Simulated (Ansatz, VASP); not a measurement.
**LiCl: VASP beside Ansatz**

```
CELL_PARAMETERS angstrom
0.00000 2.56476 2.56476
2.53911 0.00000 2.56476
2.53911 2.56476 0.00000
ATOMIC_POSITIONS crystal
Li 0.00000 0.00000 0.00000
Cl 0.50000 0.50000 0.50000
```

Change from the starting cell: strain -0.0100 x Voigt [1, 0, 0, 0, 0, 0], atoms carried along.

Alike in both runs: task single point; functional r2SCAN; k mesh 8 × 8 × 8; occupations gaussian, width 0.05 eV; no spin polarisation.

|  | VASP | Ansatz |
| --- | --- | --- |
| version | VASP 6.6.1 | Ansatz 0.2.0 |
| potentials or method | VASP PAW PBE potentials, release 64 (Li_sv, Cl), cutoff 520 eV | scalar-relativistic, plane waves, PAW |
| valence electrons in the cell | 10 | 10 |

```tsv
	VASP	Ansatz	Ansatz less VASP
gap on the k mesh at the Fermi level (eV)	7.35	7.28	-0.069
least direct gap on the mesh (eV)	7.35	7.28	-0.069
```

VASP's potentials were made for PBE, not for r2SCAN.

Noted on VASP's run: the cutoff is short for stress, so the pressure is rough.
